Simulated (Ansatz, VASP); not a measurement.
# ZnS in VASP and in Ansatz

Contents of INCAR:

```
PREC = Accurate
ENCUT = 520
EDIFF = 1E-6
ISMEAR = -1
SIGMA = 0.05
LREAL = F
LASPH = T
NELM = 100
ALGO = Normal
ISIF = 2
LWAVE = F
LCHARG = F
GGA = CA
NBANDS = 16
```

The input KPOINTS:

```
regular mesh
0
Gamma
  9 9 9
```

Contents of POSCAR:

```
ZnS
1.0
    0.0000000000      2.6468416657      2.6468416657
    2.6468416657      0.0000000000      2.6468416657
    2.6468416657      2.6468416657      0.0000000000
Zn S
1 1
Direct
    0.7500000000      0.7500000000      0.7500000000
    0.0000000000      0.0000000000      0.0000000000
```

input.yaml

```yaml
crystal:
  lattice:
    - [0.0, 2.6468416657, 2.6468416657]
    - [2.6468416657, 0.0, 2.6468416657]
    - [2.6468416657, 2.6468416657, 0.0]
  atoms:
    - { symbol: Zn, position: [0.75, 0.75, 0.75] }
    - { symbol: S, position: [0.0, 0.0, 0.0] }
hamiltonian:
  xc: lda
  pseudopotentials: { kind: paw, xc_functional: lda, accuracy: standard }
kpoints:
  mp_grid: { grid: [9, 9, 9] }
scf:
  occupations: { method: fermi_dirac, width: 0.05 }
output:
  forces: true
  stress: true
  eigenvalues: true
```

Alike in both runs: task single point; functional LDA; k mesh 9 × 9 × 9; occupations fermi-dirac, width 0.05 eV; no spin polarisation.

```csv
,VASP,Ansatz
version,VASP 6.6.1,Ansatz 0.2.0
potentials or method,"VASP PAW LDA potentials, release 64 (Zn, S)",JTH PAW LDA
plane-wave cutoff (eV),520,960
valence electrons in the cell,18,18
```

VASP gave:

```
gap on the k mesh at the Fermi level (eV) : 2.17
least direct gap on the mesh (eV)         : 2.17
pressure (GPa)                            : 0.4
```

Problem. What did Ansatz give for the same quantities?

Solution. gap on the k mesh at the Fermi level (eV): 2.12; least direct gap on the mesh (eV): 2.12; pressure (GPa): 0.0.

LDA's correlation is that of Perdew and Zunger in VASP and of Perdew and Wang (1992) in Ansatz.

Noted on Ansatz's run: odd divisions of the mesh miss points on the zone boundary, where band edges often lie, so the gap on the mesh can be too wide.
